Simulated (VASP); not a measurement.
# Y2SiC (P4/mmm) in VASP: notebook

Y2SiC is run at these levels: PBE; tasks: single point.

All numbers are computed with VASP 6.6.1; they aren't measurements. Logs are shortened: lines on timing, memory, paths and dates and some standing lists are left out, and cuts for length are marked.

## (1) The cell of the first run

It takes space group P4/mmm (No. 123, tetragonal). The conventional cell has a = 5.049 Å, b = 5.049 Å, c = 3.325 Å, α = 90.00°, β = 90.00°, γ = 90.00°. Within 3.3 Å of Y (site symmetry mmm) lie 2 C at 2.52 Å and 4 Si at 3.02 Å. Within 4.0 Å of Si (site symmetry 4/mmm) lie 8 Y at 3.02 Å and 2 Si at 3.33 Å and 8 C at 3.94 Å. Within 3.3 Å of C (site symmetry 4/mmm) lie 4 Y at 2.52 Å.

## (2) Single point, PBE

Contents of INCAR:

```
SYSTEM = Y2SiC
ALGO = Normal ; EDIFF = 1E-6
ENCUT = 520 ; GGA = PE
ISIF = 2 ; ISMEAR = 0
LASPH = .TRUE. ; LCHARG = .FALSE.
LREAL = .FALSE. ; LWAVE = .FALSE.
NBANDS = 23 ; NELM = 80
PREC = Accurate ; SIGMA = 0.1
```

Contents of KPOINTS:

```
k-points
0
G
  4 4 6
  0 0 0
```

Contents of POSCAR:

```
Y2SiC
1.0
    5.0490000000      0.0000000000      0.0000000000
    0.0000000000      5.0490000000      0.0000000000
    0.0000000000      0.0000000000      3.3253720100
Y Si C
2 1 1
Direct
    0.5000000000      0.0000000000      0.0000000000
    0.0000000000      0.5000000000      0.0000000000
    0.5000000000      0.5000000000      0.5000000000
    0.0000000000      0.0000000000      0.0000000000
```

Potentials or basis: VASP PAW PBE potentials, release 64 (Y_sv, Si, C).

On the command line:

```console
$ cat potpaw_PBE.64/Y_sv/POTCAR potpaw_PBE.64/Si/POTCAR potpaw_PBE.64/C/POTCAR > POTCAR
$ mpirun -np 1 vasp_std > vasp.out
```

OUTCAR:

```text
SYSTEM = Y2SiC
   EDIFF = 1E-6
   ENCUT = 520
   GGA = PE
   ISIF = 2
   ISMEAR = 0
   LASPH = .TRUE.
   LREAL = .FALSE.
   NELM = 80
   PREC = Accurate

 ion  position               nearest neighbor table
   1  0.500  0.000  0.000-   4 2.52   4 2.52   3 3.02   3 3.02   3 3.02   3 3.02   2 3.57   2 3.57
                             2 3.57   2 3.57
   2  0.000  0.500  0.000-   4 2.52   4 2.52   3 3.02   3 3.02   3 3.02   3 3.02   1 3.57   1 3.57
                             1 3.57   1 3.57
   3  0.500  0.500  0.500-   1 3.02   2 3.02   1 3.02   2 3.02   1 3.02   1 3.02   2 3.02   2 3.02

   4  0.000  0.000  0.000-   1 2.52   2 2.52   2 2.52   1 2.52

  LATTYP: Found a simple tetragonal cell.
 ALAT       =     5.0490000000
 C/A-ratio  =     0.6586199267

  Lattice vectors:

 A1 = (   5.0490000000,   0.0000000000,   0.0000000000)
 A2 = (   0.0000000000,   5.0490000000,   0.0000000000)
 A3 = (   0.0000000000,   0.0000000000,   3.3253720100)

Analysis of symmetry for initial positions (statically):
=====================================================================
 Subroutine PRICEL returns:
 Original cell was already a primitive cell.

 Routine SETGRP: Setting up the symmetry group for a
 simple tetragonal supercell.

 Subroutine GETGRP returns: Found 16 space group operations
 (whereof 16 operations were pure point group operations)
 out of a pool of 16 trial point group operations.

The static configuration has the point symmetry D_4h.

Analysis of symmetry for dynamics (positions and initial velocities):
=====================================================================
 Subroutine PRICEL returns:
 Original cell was already a primitive cell.

 Routine SETGRP: Setting up the symmetry group for a
 simple tetragonal supercell.

 Subroutine GETGRP returns: Found 16 space group operations
 (whereof 16 operations were pure point group operations)
 out of a pool of 16 trial point group operations.

The dynamic configuration has the point symmetry D_4h.

 Subroutine INISYM returns: Found 16 space group operations
 (whereof 16 operations are pure point group operations),
 and found     1 'primitive' translations

----------------------------------------------------------------------------------------

                                     Primitive cell

  volume of cell :      84.7717

  direct lattice vectors                    reciprocal lattice vectors
     5.049000000  0.000000000  0.000000000     0.198059022  0.000000000  0.000000000
     0.000000000  5.049000000  0.000000000     0.000000000  0.198059022  0.000000000
     0.000000000  0.000000000  3.325372010     0.000000000  0.000000000  0.300718235

  length of vectors
     5.049000000  5.049000000  3.325372010     0.198059022  0.198059022  0.300718235

  position of ions in fractional coordinates (direct lattice)
     0.500000000  0.000000000  0.000000000
     0.000000000  0.500000000  0.000000000
     0.500000000  0.500000000  0.500000000
     0.000000000  0.000000000  0.000000000

  ion indices of the primitive-cell ions
   primitive index   ion index
                 1           1
                 2           2
                 3           3
                 4           4

----------------------------------------------------------------------------------------

 KPOINTS: k-points

Automatic generation of k-mesh.
 Grid dimensions read from file:
 generate k-points for:    4    4    6

 Generating k-lattice:

  Cartesian coordinates                     Fractional coordinates (reciprocal lattice)
     0.049514755  0.000000000  0.000000000     0.250000000  0.000000000  0.000000000
     0.000000000  0.049514755  0.000000000     0.000000000  0.250000000  0.000000000
     0.000000000  0.000000000  0.050119706     0.000000000  0.000000000  0.166666667

  Length of vectors
     0.049514755  0.049514755  0.050119706

  Shift w.r.t. Gamma in fractional coordinates (k-lattice)
     0.000000000  0.000000000  0.000000000

 Subroutine IBZKPT returns following result:
 ===========================================

 Found     24 irreducible k-points:

 Following reciprocal coordinates:
            Coordinates               Weight
  0.000000  0.000000  0.000000      1.000000
  0.250000  0.000000  0.000000      4.000000
  0.500000  0.000000  0.000000      2.000000
  0.250000  0.250000  0.000000      4.000000
  0.500000  0.250000  0.000000      4.000000
  0.500000  0.500000  0.000000      1.000000
[... 16 lines left out ...]
  0.500000  0.250000  0.500000      4.000000
  0.500000  0.500000  0.500000      1.000000
   k-points           NKPTS =     24   k-points in BZ     NKDIM =     24   number of bands    NBANDS=     23
   number of dos      NEDOS =    301   number of ions     NIONS =      4
   total plane-waves  NPLWV =  44800
   dimension x,y,z NGX =    40 NGY =   40 NGZ =   28
   dimension x,y,z NGXF=    80 NGYF=   80 NGZF=   56
   ions per type =               2   1   1
   NGX,Y,Z   is equivalent  to a cutoff of  13.17, 13.17, 14.00 a.u.
   NGXF,Y,Z  is equivalent  to a cutoff of  26.34, 26.34, 28.00 a.u.
 SYSTEM =  Y2SiC
   PREC   = accura    normal or accurate (medium, high low for compatibility)
   ISTART =      0    job   : 0-new  1-cont  2-samecut
   ICHARG =      2    charge: 1-file 2-atom 10-const
   ISPIN  =      1    spin polarized calculation?
   LNONCOLLINEAR =      F non collinear calculations
   LSORBIT =      F    spin-orbit coupling
   LASPH  =      T    aspherical Exc in radial PAW
   ENCUT  =  520.0 eV  38.22 Ry    6.18 a.u.   9.39  9.39  6.18*2*pi/ulx,y,z
   NELM   =     80;   NELMIN=  2; NELMDL= -5     # of ELM steps
   EDIFF  = 0.1E-05   stopping-criterion for ELM
   LREAL  =      F    real-space projection
   EDIFFG = 0.1E-04   stopping-criterion for IOM
   NSW    =      0    number of steps for IOM
   IBRION =     -1    ionic relax: 0-MD 1-quasi-New 2-CG
   NFREE  =      0    steps in history (QN), initial steepest desc. (CG)
   ISIF   =      2    stress and relaxation
   ISYM   =      2    0-nonsym 1-usesym 2-fastsym
   POTIM  = 0.5000    time-step for ionic-motion
   TEBEG  =    0.0;   TEEND  =   0.0 temperature during run
   PSTRESS=    0.0 pullay stress
   NELECT =      30.0000    total number of electrons
   NUPDOWN=      -1.0000    fix difference up-down
   EMIN   =  10.00;   EMAX   =-10.00  energy-range for DOS
   EFERMI =   0.00;   METHOD = LEGACY
   ISMEAR =     0;   SIGMA  =   0.10  broadening in eV -4-tet -1-fermi 0-gaus
   EFERMI_NEDOS =   21; number of points for ismear=-14 and -15
   IALGO  =     38    algorithm
   IMIX   =      4    mixing-type and parameters
     AMIX     =   0.40;   BMIX     =  1.00
     AMIX_MAG =   1.60;   BMIX_MAG =  1.00
  volume/ion in A,a.u.               =      21.19       143.02
  Fermi-wavevector in a.u.,A,eV,Ry     =   1.157973  2.188251 18.244057  1.340900
  Thomas-Fermi vector in A             =   2.294579
   LORBIT       =      0    0 simple, 1 ext, 2 COOP (PROOUT), +10 PAW based schemes
   GGA     = PE    functional components
   LHFCALC =     F    Hartree Fock is set to
   AEXX    =    0.0000 exact exchange contribution
   IVDW    =     0    specifies the selected vdW correction
   LEPSILON=     F    determine dielectric tensor
   LRPA    =     F    only Hartree local field effects (RPA)
 non-spin polarized calculation
 Gauss-broadening in eV      SIGMA  =   0.10
  energy-cutoff  :      520.00
  volume of cell :       84.77
 maximum number of plane-waves:      2308
 NGX is ok and might be reduce to    40
   NGX = 19   NGY = 19   NGZ = 13

 number of electron      30.0000003 magnetization

 Free energy of the ion-electron system (eV)
  ---------------------------------------------------
  ext. energy  EPLUGINS =         0.00000000
  ---------------------------------------------------
  free energy    TOTEN  =       -26.95472038 eV

  energy without entropy =      -26.93779928  energy(sigma->0) =      -26.94625983

 E-fermi :   3.8414     XC(G=0): -10.0489

 val. band max:        3.8306558719   @ k =   0.5000   0.2500   0.1667
 cond. band min:       3.8607787710   @ k =   0.5000   0.0000   0.0000
 fundamental gap:      0.0301228990
 Fermi energy:         3.8413868371

 k-point     1 :       0.0000    0.0000    0.0000
  band No.  band energies     occupation
      1     -38.1016      2.00000
      2     -38.0520      2.00000
      3     -18.2583      2.00000
      4     -18.2583      2.00000
      5     -17.9635      2.00000
      6     -17.9075      2.00000
[... 15 lines left out ...]
     22       8.3079      0.00000
     23       9.1574      0.00000

 k-point     2 :       0.2500    0.0000    0.0000
  band No.  band energies     occupation
      1     -38.0943      2.00000
      2     -38.0592      2.00000
      3     -18.2355      2.00000
      4     -18.2244      2.00000
      5     -17.9550      2.00000
      6     -17.9329      2.00000
[... 15 lines left out ...]
     22       8.9362      0.00000
     23       9.0045      0.00000

 k-point     3 :       0.5000    0.0000    0.0000
  band No.  band energies     occupation
      1     -38.0767      2.00000
      2     -38.0766      2.00000
      3     -18.2020      2.00000
      4     -18.1797      2.00000
      5     -17.9920      2.00000
      6     -17.9669      2.00000
[... 15 lines left out ...]
     22       8.6573      0.00000
     23       8.6965      0.00000

 k-point     4 :       0.2500    0.2500    0.0000
  band No.  band energies     occupation
      1     -38.0890      2.00000
      2     -38.0642      2.00000
      3     -18.3176      2.00000
      4     -18.1099      2.00000
      5     -18.0668      2.00000
      6     -17.9489      2.00000
[... 15 lines left out ...]
     22       9.3481      0.00000
     23       9.5647      0.00000

 k-point     5 :       0.5000    0.2500    0.0000
  band No.  band energies     occupation
      1     -38.0765      2.00000
      2     -38.0765      2.00000
      3     -18.3403      2.00000
      4     -18.1436      2.00000
      5     -18.0465      2.00000
      6     -17.9346      2.00000
[... 15 lines left out ...]
     22       9.1827      0.00000
     23       9.8533      0.00000

 k-point     6 :       0.5000    0.5000    0.0000
  band No.  band energies     occupation
      1     -38.0764      2.00000
      2     -38.0764      2.00000
      3     -18.4034      2.00000
      4     -18.2127      2.00000
      5     -17.9887      2.00000
      6     -17.9342      2.00000
[... 15 lines left out ...]
     22       9.4017      0.00000
     23       9.6467      0.00000

 k-point     7 :       0.0000    0.0000    0.1667
  band No.  band energies     occupation
      1     -38.0875      2.00000
      2     -38.0385      2.00000
      3     -18.2362      2.00000
      4     -18.2362      2.00000
      5     -18.1274      2.00000
      6     -18.0578      2.00000
[... 353 lines left out ...]
     22       8.9692      0.00000
     23       9.9613      0.00000

 k-point    21 :       0.5000    0.0000    0.5000
  band No.  band energies     occupation
      1     -38.0212      2.00000
      2     -38.0212      2.00000
      3     -18.5369      2.00000
      4     -18.5347      2.00000
      5     -18.1093      2.00000
      6     -18.0960      2.00000
[... 15 lines left out ...]
     22       8.5267      0.00000
     23       9.1372      0.00000

 k-point    22 :       0.2500    0.2500    0.5000
  band No.  band energies     occupation
      1     -38.0330      2.00000
      2     -38.0094      2.00000
      3     -18.5618      2.00000
      4     -18.5096      2.00000
      5     -18.2164      2.00000
      6     -18.0324      2.00000
[... 15 lines left out ...]
     22       8.5879      0.00000
     23       9.4442      0.00000

 k-point    23 :       0.5000    0.2500    0.5000
  band No.  band energies     occupation
      1     -38.0211      2.00000
      2     -38.0211      2.00000
      3     -18.5350      2.00000
      4     -18.5339      2.00000
      5     -18.2330      2.00000
      6     -18.0613      2.00000
[... 15 lines left out ...]
     22       8.7633      0.00000
     23       9.0699      0.00000

 k-point    24 :       0.5000    0.5000    0.5000
  band No.  band energies     occupation
      1     -38.0210      2.00000
      2     -38.0210      2.00000
      3     -18.5331      2.00000
      4     -18.5331      2.00000
      5     -18.2876      2.00000
      6     -18.1257      2.00000
[... 15 lines left out ...]
     22       8.6310      0.00000
     23       9.9757      0.00000

------------------------ aborting loop because EDIFF is reached ----------------------------------------

  FORCE on cell =-STRESS in cart. coord.  units (eV):
  Direction    XX          YY          ZZ          XY          YZ          ZX
  --------------------------------------------------------------------------------------
  -------------------------------------------------------------------------------------
  Total       -2.5269256     -2.5269256      2.7233922      0.0000000     -0.0000000      0.0000000
  in kB      -47.7586519    -47.7586519     51.4718522      0.0000000     -0.0000000      0.0000000
  external PRESSURE =     -14.6818172 kB  Pullay stress =       0.0000000 kB

 VOLUME and BASIS-vectors are now :
 -----------------------------------------------------------------------------
  energy-cutoff  :      520.00
  volume of cell :       84.77
      direct lattice vectors                 reciprocal lattice vectors
     5.049000000  0.000000000  0.000000000     0.198059022  0.000000000  0.000000000
     0.000000000  5.049000000  0.000000000     0.000000000  0.198059022  0.000000000
     0.000000000  0.000000000  3.325372010     0.000000000  0.000000000  0.300718235

 POSITION                                       TOTAL-FORCE (eV/Angst)
 -----------------------------------------------------------------------------------
      2.52450      0.00000      0.00000         0.000000      0.000000      0.000000
      0.00000      2.52450      0.00000         0.000000      0.000000      0.000000
      2.52450      2.52450      1.66269         0.000000      0.000000      0.000000
      0.00000      0.00000      0.00000         0.000000      0.000000      0.000000
 -----------------------------------------------------------------------------------
    total drift:                                0.000000      0.000000     -0.000000

  FREE ENERGIE OF THE ION-ELECTRON SYSTEM (eV)
  ---------------------------------------------------
  free  energy   TOTEN  =       -26.9547203795 eV

  energy  without entropy=      -26.9377992811  energy(sigma->0) =      -26.94625983
```

It took 50 s on 1 thread of AMD EPYC 7R13 (Zen 3), shared host; peak memory 0.21 GiB.

Results:

```yaml
Free_energy: -26.9547 eV
Pressure: -1.5 GPa
Band_gap_on_the_k_mesh: zero (band 15 reaches 4.72 eV, above the bottom of band 16 at 3.16 eV)
```

(Part 1 of 2 ends here.)
